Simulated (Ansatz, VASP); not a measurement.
# MgO: VASP beside Ansatz

```
Mg O
1.0
     0.00000    2.13625    2.13625
     2.13625    0.00000    2.13625
     2.13625    2.13625    0.00000
Mg O
1 1
Direct
  0.00000 0.00000 0.00000
  0.50000 0.50000 0.50000
```

Alike in both runs: task single point; functional PBE; k mesh 8 × 8 × 8; no spin polarisation.

|  | VASP | Ansatz |
| --- | --- | --- |
| version | VASP 6.6.1 | Ansatz 0.2.0 |
| potentials or method | VASP PAW PBE potentials, release 64 (Mg, O), cutoff 600 eV | plane waves, PAW |
| occupations | gaussian, width 0.01 eV | fixed |
| valence electrons in the cell | 8 | 16 |

VASP gave:

| Property | Result |
| --- | --- |
| pressure (GPa) | -2.9 |

Which values does Ansatz return?

Pressure (GPa): -1.9.

VASP's potentials hold 8 valence electrons a cell and Ansatz's 16, so a difference there can come from the potentials and not from the codes.
